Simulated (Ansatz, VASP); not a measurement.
# Sb in VASP and in Ansatz

```
CELL_PARAMETERS angstrom
0.00000 3.40300 3.40300
3.40300 0.00000 3.40300
3.40300 3.40300 0.00000
ATOMIC_POSITIONS crystal
Sb 0.50000 0.50000 0.50000
Sb 0.75000 0.75000 0.75000
```

Alike in both runs: functional PBEsol; k mesh 4 × 4 × 4; occupations gaussian, width 0.1 eV; no spin polarisation.

Ansatz relaxed the structure, and its values are those at the end. VASP's run is a single point on that final structure, the one shown.

|  | VASP | Ansatz |
| --- | --- | --- |
| version | VASP 6.6.1 | Ansatz 0.2.0 |
| potentials or method | VASP PAW PBE potentials, release 64 (Sb), cutoff 520 eV | scalar-relativistic, plane waves, PAW |
| valence electrons in the cell | 10 | 30 |

|  | VASP | Ansatz | Ansatz less VASP |
| --- | --- | --- | --- |
| gap on the k mesh at the Fermi level (eV) | none | none | - |
| pressure (GPa) | 0.2 | 0.1 | -0.09 |

VASP's potentials were made for PBE, not for PBEsol. A gap of «none» marks a metal or a gap that the smearing closes. With one functional, cell and mesh, what is left measures potentials, basis and numerics. VASP's potentials hold 10 valence electrons a cell and Ansatz's 30, so a difference there can come from the potentials and not from the codes.

The k mesh is coarse, so the values compare programs but aren't converged. Neither program's run includes spin-orbit coupling.
